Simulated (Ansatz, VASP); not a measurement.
# Ta2N in VASP and in Ansatz

File INCAR:

```
SYSTEM = Ta2N
AGGAC = 1.0 ; AGGAX = 1.0
ALDAC = 0.0 ; ALDAX = 1.0
ALGO = Normal ; EDIFF = 1E-6
ENCUT = 700 ; GGA = B5
GGA_COMPAT = .False. ; ISIF = 2
ISMEAR = -5 ; IVDW = 12
LASPH = .True. ; LCHARG = .False.
LMAXMIX = 4 ; LNONCOLLINEAR = .True.
LORBIT = 11 ; LORBMOM = .True.
LREAL = .False. ; LSORBIT = .True.
LWAVE = .False. ; MAGMOM = 0 0 0 0 0 0 0 0 0
NBANDS = 44 ; NELM = 200
PREC = Accurate ; SIGMA = 0.1
VDW_A1 = 0.4298 ; VDW_A2 = 4.2359
VDW_S6 = 1.0 ; VDW_S8 = 2.6996
```

File KPOINTS:

```
k-points
0
Gamma
  10 10 6
  0 0 0
```

POSCAR

```
Ta2N
1.0
    3.1128615100      0.0000000000      0.0000000000
   -1.5564307550      2.6958171461      0.0000000000
    0.0000000000      0.0000000000      4.8698410000
Ta N
2 1
Direct
    0.3333333333      0.6666666667      0.2547110000
    0.6666666667      0.3333333333      0.7452890000
    0.0000000000      0.0000000000      0.0000000000
```

The input input.yaml:

```yaml
crystal:
  lattice: { a: 3.11286151, b: 3.11286151, c: 4.869841, alpha: 90.0, beta: 90.0, gamma: 120.0 }
  space_group: 164
  reduce_to_primitive: true
  atoms:
    - { symbol: Ta, wyckoff: "2d", position: [0.3333333333, 0.6666666667, 0.254711] }
    - { symbol: "N", wyckoff: "1a", position: [0.0, 0.0, 0.0] }
hamiltonian:
  xc: blyp
  pseudopotentials: { kind: paw_fr }
  dispersion: d3bj
magnetization:
  noncollinear: true
  spin_orbit: true
kpoints:
  mp_grid: { grid: [10, 10, 6] }
scf:
  occupations: { method: tetrahedron }
output:
  forces: true
  stress: true
  bader: true
  populations: intrinsic
```

Alike in both runs: functional BLYP; dispersion D3(BJ); k mesh 10 × 10 × 6; occupations tetrahedron; non-collinear spin, spin-orbit coupling.

|  | VASP | Ansatz |
| --- | --- | --- |
| version | VASP 6.6.1 | Ansatz 0.2.0 |
| potentials or method | VASP PAW PBE potentials, release 64 (Ta_sv_GW, N) | Ansatz PAW |
| plane-wave cutoff (eV) | 700 | 420 |
| valence electrons in the cell | 31 | 31 |
| task | single point | atomic charges |

```tsv
	VASP	Ansatz	Ansatz less VASP
pressure (GPa)	-6.5	-7.7	-1.18
traceless stress, the component that is largest in VASP (GPa)	0.18	0.39	+0.209
rms of the force components (eV/Å)	0.210	0.192	-0.0183
```

VASP's potentials were made for PBE, not for BLYP. Atom by atom the forces differ by 0.018 eV/Å (rms over components).
